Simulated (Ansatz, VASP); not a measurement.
## Ta2AlF3 in VASP and in Ansatz

File INCAR:

```
SYSTEM = Ta2AlF3
ALGO     = Normal         ! electronic algorithm
EDIFF    = 1E-7           ! SCF threshold, eV
ENCUT    = 520            ! plane-wave cutoff, eV
GGA      = PE             ! functional
ISIF     = 2              ! what is computed and relaxed
ISMEAR   = 0              ! smearing method
LASPH    = .TRUE.         ! aspherical terms in the spheres
LCHARG   = .FALSE.        ! write CHGCAR
LREAL    = .FALSE.        ! projectors in reciprocal space
LWAVE    = .FALSE.        ! write WAVECAR
NBANDS   = 32             ! bands
NELM     = 60             ! most SCF steps
PREC     = Accurate       ! precision mode
SIGMA    = 0.1            ! smearing width, eV
```

File KPOINTS:

```
k-points
0
G
  6 6 6
  0 0 0
```

Contents of POSCAR:

```
Ta2AlF3
1.0
    5.5544174300      0.0000000000      0.0000000000
   -2.7772087100      4.8102666000      0.0000000000
    0.0000000000      0.0000000000      3.0350859600
Ta Al F
2 1 3
Direct
    0.6666666700      0.3333333300      0.0000000000
    0.3333333300      0.6666666700      0.0000000000
    0.0000000000      0.0000000000      0.0000000000
    0.0000000000      0.5000000000      0.5000000000
    0.5000000000      0.0000000000      0.5000000000
    0.5000000000      0.5000000000      0.5000000000
```

Input for Ansatz:

```yaml
crystal:
  lattice:
    - [5.55441743, 0.0, 0.0]
    - [-2.77720871, 4.8102666, 0.0]
    - [0.0, 0.0, 3.03508596]
  atoms:
    - { symbol: Ta, position: [0.66666667, 0.33333333, 0.0] }
    - { symbol: Ta, position: [0.33333333, 0.66666667, 0.0] }
    - { symbol: Al, position: [0.0, 0.0, 0.0] }
    - { symbol: F, position: [0.0, 0.5, 0.5] }
    - { symbol: F, position: [0.5, 0.0, 0.5] }
    - { symbol: F, position: [0.5, 0.5, 0.5] }
basis:
  ecutwfc: 420
kpoints:
  mp_grid: { grid: [6, 6, 6] }
hamiltonian:
  xc: pbe
scf:
  occupations: { method: gaussian, width: 0.1 }
  lower_state_search: "off"
output:
  forces: true
  stress: true
  eigenvalues: true
```

Change from the starting cell: species swapped into the PrB2Ru3 type (P6/mmm, No. 191).

Alike in both runs: task single point; functional PBE; k mesh 6 × 6 × 6; occupations gaussian, width 0.1 eV; no spin polarisation.

|  | VASP | Ansatz |
| --- | --- | --- |
| version | VASP 6.6.1 | Ansatz 0.2.0 |
| potentials or method | VASP PAW PBE potentials, release 64 (Ta_pv, Al, F), cutoff 520 eV | scalar-relativistic, plane waves, PAW |
| valence electrons in the cell | 46 | 50 |

|  | VASP | Ansatz | Ansatz less VASP |
| --- | --- | --- | --- |
| gap on the k mesh at the Fermi level (eV) | none | none | - |
| pressure (GPa) | 12.9 | 12.7 | -0.15 |
| traceless stress, the component that is largest in VASP (GPa) | 29.01 | 28.86 | -0.152 |

A gap of «none» marks a metal or a gap that the smearing closes. VASP's potentials hold 46 valence electrons a cell and Ansatz's 50, so a difference there can come from the potentials and not from the codes.

Neither program's run includes spin-orbit coupling.
